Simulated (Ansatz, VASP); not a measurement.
Two plane-wave programs on SiCl5

```
CELL_PARAMETERS angstrom
0.00000 4.36390 4.36390
4.36390 0.00000 4.36390
4.36390 4.36390 0.00000
ATOMIC_POSITIONS crystal
Si 0.25000 0.25000 0.25000
Cl 0.37273 0.87576 0.87576
Cl 0.87576 0.37273 0.87576
Cl 0.87576 0.87576 0.37273
Cl 0.87576 0.87576 0.87576
Cl 0.50000 0.50000 0.50000
```

Change from the starting cell: species swapped into the Be5Fe type (F-43m, No. 216).

Alike in both runs: task single point; functional PBE; k mesh 4 × 4 × 4; occupations gaussian, width 0.1 eV; no spin polarisation.

|  | VASP | Ansatz |
| --- | --- | --- |
| version | VASP 6.6.1 | Ansatz 0.2.0 |
| potentials or method | VASP PAW PBE potentials, release 64 (Si, Cl), cutoff 520 eV | scalar-relativistic, plane waves, PAW |
| valence electrons in the cell | 39 | 39 |

```tsv
	VASP	Ansatz	Ansatz less VASP
gap on the k mesh at the Fermi level (eV)	none	none	-
pressure (GPa)	-4.7	-4.7	+0.05
```

A gap of «none» marks a metal or a gap that the smearing closes. The functional is the same, so the differences come from potentials, cutoffs and numerics.
